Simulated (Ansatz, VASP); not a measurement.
**Ni: VASP beside Ansatz**

```xyz
1
Lattice="-1.1810 1.1810 1.1810 1.1810 -1.1810 1.1810 1.1810 1.1810 -1.1810" Properties=species:S:1:pos:R:3 pbc="T T T"
Ni    0.0000    0.0000    0.0000
```

Change from the starting cell: volume scaled by 0.6, LAPW.

Alike in both runs: task single point; functional PBE; k mesh 19 × 19 × 19; occupations fermi-dirac, width 0.05 eV; collinear spin.

|  | VASP | Ansatz |
| --- | --- | --- |
| version | VASP 6.6.1 | Ansatz 0.2.0 |
| potentials or method | VASP PAW PBE potentials, release 64 (Ni), cutoff 520 eV | all-electron LAPW, scalar-relativistic |

VASP gave:

```
pressure (GPa)           : 331.1
net moment per atom (μB) : 0.00
```

Estimate Ansatz's values.

pressure (GPa): 332.4; net moment per atom (μB): 0.00.

Both programs put the cell under a high pressure, so it lies far from rest at this level. Ansatz ran all-electron here, and VASP with PAW potentials. Ansatz's warnings: seeded moment not kept.

Noted on VASP's run: the cell as given lies far from equilibrium.
